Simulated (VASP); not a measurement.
Crystal: RuRh.

```xyz
2
Lattice="2.7094 0.0000 0.0000 -1.3547 2.3464 0.0000 0.0000 0.0000 4.2984" Properties=species:S:1:pos:R:3 pbc="T T T"
Ru    0.0000    0.0000    2.1492
Rh    1.3547    0.7821    0.0000
```

```yaml
Program: VASP 6.6.1
Task: relaxation of cell and atoms
Functional: PBEsol
Dispersion: D3(BJ)
Potentials_or_basis: VASP PAW PBE potentials, release 64 (Ru_pv, Rh_pv)
Cutoff: 600 eV
k_mesh: 12 × 12 × 7
Occupations: fermi-dirac, width 0.1 eV
Spin: no spin polarisation
```

At the start: pressure -12.6 GPa; volume 13.66 Å³/atom.

How do energy, volume and symmetry change on relaxing?

Over 7 steps the energy falls by 22.7 meV/atom and the volume is 13.11 Å³/atom (-4.0 %); space group P-6m2 (No. 187, to 0.1 Å) before and after.

Step by step:
| step | energy change (eV) | largest force (eV/Å) | pressure (GPa) | volume (Å³) |
| --- | --- | --- | --- | --- |
| 1 | 0.0000 | 0.0000 | -12.62 | 27.33 |
| 2 | 0.4050 | 0.0000 | 54.99 | 23.29 |
| 3 | -0.0448 | 0.0000 | -0.63 | 26.29 |
| 4 | -0.0449 | 0.0000 | -0.08 | 26.24 |
| 5 | -0.0449 | 0.0000 | 0.21 | 26.22 |
| 6 | -0.0453 | 0.0000 | 0.18 | 26.22 |
| 7 | -0.0453 | 0.0000 | 0.17 | 26.22 |

Final structure:
```xyz
2
Lattice="2.6673 0.0000 0.0000 -1.3336 2.3099 0.0000 0.0000 0.0000 4.2559" Properties=species:S:1:pos:R:3 pbc="T T T"
Ru    0.0000    0.0000    2.1279
Rh    1.3336    0.7700    0.0000
```

Caveat: the PAW data sets were made with another functional, which shifts forces and pressure a little.
